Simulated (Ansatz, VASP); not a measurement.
**Se: VASP beside Ansatz**

```xyz
3
Lattice="3.9487 0.0000 0.0000 -1.9743 3.4196 0.0000 0.0000 0.0000 5.1180" Properties=species:S:1:pos:R:3 pbc="T T T"
Se    1.0083    0.0000    1.7060
Se   -0.5041    0.8732    3.4120
Se    1.4702    2.5465    0.0000
```

Alike in both runs: functional LDA; k mesh 9 × 9 × 6; occupations gaussian, width 0.02 eV; no spin polarisation.

Ansatz relaxed the structure, and its values are those at the end. VASP's run is a single point on that final structure, the one shown.

```csv
,VASP,Ansatz
version,VASP 6.6.1,Ansatz 0.2.0
potentials or method,"VASP PAW LDA potentials, release 64 (Se), cutoff 520 eV","scalar-relativistic, plane waves, PAW"
valence electrons in the cell,18,48
```

|  | VASP | Ansatz | Ansatz less VASP |
| --- | --- | --- | --- |
| gap on the k mesh at the Fermi level (eV) | 0.28 | 0.29 | +0.009 |
| least direct gap on the mesh (eV) | 0.28 | 0.29 | +0.009 |
| pressure (GPa) | 0.2 | 0.0 | -0.23 |
| rms of the force components (eV/Å) | 0.020 | 0.000 | -0.0197 |

LDA's correlation is that of Perdew and Zunger in VASP and of Perdew and Wang (1992) in Ansatz. VASP's potentials hold 18 valence electrons a cell and Ansatz's 48, so a difference there can come from the potentials and not from the codes.
